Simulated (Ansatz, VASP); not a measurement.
**Two plane-wave programs on KF**

File INCAR:

```
PREC = Accurate
ENCUT = 520
EDIFF = 1E-6
ISMEAR = 0
SIGMA = 0.05
LREAL = F
LASPH = T
NELM = 100
ALGO = Normal
ISIF = 2
LWAVE = F
LCHARG = F
NBANDS = 15
```

The input KPOINTS:

```
Automatic mesh
0
Gamma
  8 8 8
```

Contents of POSCAR:

```
KF
1.0
    3.3567236500      0.0000000000      0.0000000000
    0.0000000000      3.3567236500      0.0000000000
    0.0000000000      0.0000000000      3.3078393250
K F
1 1
Direct
    0.0000000000      0.0000000000      0.0000000000
    0.5000000000      0.5000000000      0.5000000000
```

Input for Ansatz:

```yaml
crystal:
  lattice:
    - [3.35672365, 0.0, 0.0]
    - [0.0, 3.35672365, 0.0]
    - [0.0, 0.0, 3.307839325]
  atoms:
    - { symbol: K, position: [0.0, 0.0, 0.0] }
    - { symbol: F, position: [0.5, 0.5, 0.5] }
basis:
  ecutwfc: 420
kpoints:
  mp_grid: { grid: [8, 8, 8] }
hamiltonian:
  xc: lda
scf:
  occupations: { method: gaussian, width: 0.05 }
output:
  forces: true
  stress: true
  eigenvalues: true
```

Change from the starting cell: strain +0.030 along x and y, +0.015 along z, atoms carried along.

Alike in both runs: task single point; functional LDA; k mesh 8 × 8 × 8; occupations gaussian, width 0.05 eV; no spin polarisation.

```csv
,VASP,Ansatz
version,VASP 6.6.1,Ansatz 0.2.0
potentials or method,"VASP PAW LDA potentials, release 64 (K_sv, F), cutoff 520 eV","scalar-relativistic, plane waves, PAW"
valence electrons in the cell,16,16
```

VASP gave:

```
gap on the k mesh at the Fermi level (eV)                     : 5.41
least direct gap on the mesh (eV)                             : 5.47
pressure (GPa)                                                : -6.9
traceless stress, the component that is largest in VASP (GPa) : 0.74
```

Task: What did Ansatz give for the same quantities?

Result: gap on the k mesh at the Fermi level (eV): 5.42; least direct gap on the mesh (eV): 5.48; pressure (GPa): -6.9; traceless stress, the component that is largest in VASP (GPa): 0.74.

LDA's correlation is that of Perdew and Zunger in VASP and of Perdew and Wang (1992) in Ansatz.
